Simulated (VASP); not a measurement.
YB6: single point with LDA

The system is YB6.

```xyz
7
Lattice="4.0715 0.0000 0.0000 0.0000 4.0715 0.0000 0.0000 0.0000 4.0715" Properties=species:S:1:pos:R:3 pbc="T T T"
Y     0.0000    0.0000    0.0000
B     0.8428    2.0357    2.0357
B     2.0357    0.8428    2.0357
B     3.2287    2.0357    2.0357
B     2.0357    3.2287    2.0357
B     2.0357    2.0357    0.8428
B     2.0357    2.0357    3.2287
```

```
Program                : VASP 6.6.1
Task                   : single point
Functional             : LDA
Potentials or basis    : VASP PAW LDA potentials, release 64 (Y_sv, B)
Cutoff                 : 520 eV
k mesh                 : 7 × 7 × 7
Occupations            : methfessel-paxton, width 0.15 eV
Spin                   : no spin polarisation
Dipole correction      : no
Further INCAR settings : ALGO = Normal; EDIFF = 1e-06; NBANDS = 24
```

* Pressure: -1.0 GPa
* Largest force: 2.255 eV/Å

Forces in eV/Å, atoms in the order of the input:
```
Y    0.000  0.000  0.000
B   -2.255  0.000  0.000
B    0.000 -2.255  0.000
B    2.255  0.000  0.000
B    0.000  2.255  0.000
B    0.000  0.000 -2.255
B    0.000  0.000  2.255
```

Levels at points of the mesh, in eV from the Fermi level:
| k point | band 10 | band 11 | band 12 | band 13 | band 14 | band 15 | band 16 | band 17 | band 18 | band 19 |
| --- | --- | --- | --- | --- | --- | --- | --- | --- | --- | --- |
| (0.00, 0.00, 0.00) | -6.78 | -6.78 | -2.40 | -2.40 | -2.40 | 1.02 | 1.02 | 1.37 | 1.37 | 1.37 |

Wall time 45 s on 1 thread of Intel(R) Xeon(R) Platinum 8375C CPU @ 2.90GHz (Ice Lake), on a shared host, peak memory 0.17 GiB.

Caveat: forces of over 1 eV/Å act on the atoms, so gaps and moduli don't describe the material at rest.
